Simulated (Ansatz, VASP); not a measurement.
# Zn in VASP and in Ansatz

```
Zn
1.0
     2.61201    0.00000    0.00000
    -1.30600    2.26207    0.00000
     0.00000    0.00000   12.87286
Zn
4
Direct
  0.00000 0.00000 0.00000
  0.00000 0.00000 0.50000
  0.33333 0.66667 0.25000
  0.66667 0.33333 0.75000
```

Alike in both runs: functional BLYP; k mesh 13 × 13 × 4; occupations fermi-dirac, width 0.1 eV; no spin polarisation.

Ansatz relaxed the structure, and its values are those at the end. VASP's run is a single point on that final structure, the one shown.

```csv
,VASP,Ansatz
version,VASP 6.6.1,Ansatz 0.2.0
potentials or method,"VASP PAW PBE potentials, release 64 (Zn), cutoff 520 eV","plane waves (420 eV) with PAW, scalar-relativistic"
valence electrons in the cell,48,48
```

|  | VASP | Ansatz | Ansatz less VASP |
| --- | --- | --- | --- |
| pressure (GPa) | 0.2 | 0.0 | -0.25 |

VASP's potentials were made for PBE, not for BLYP. The functional is the same, so the differences come from potentials, cutoffs and numerics.
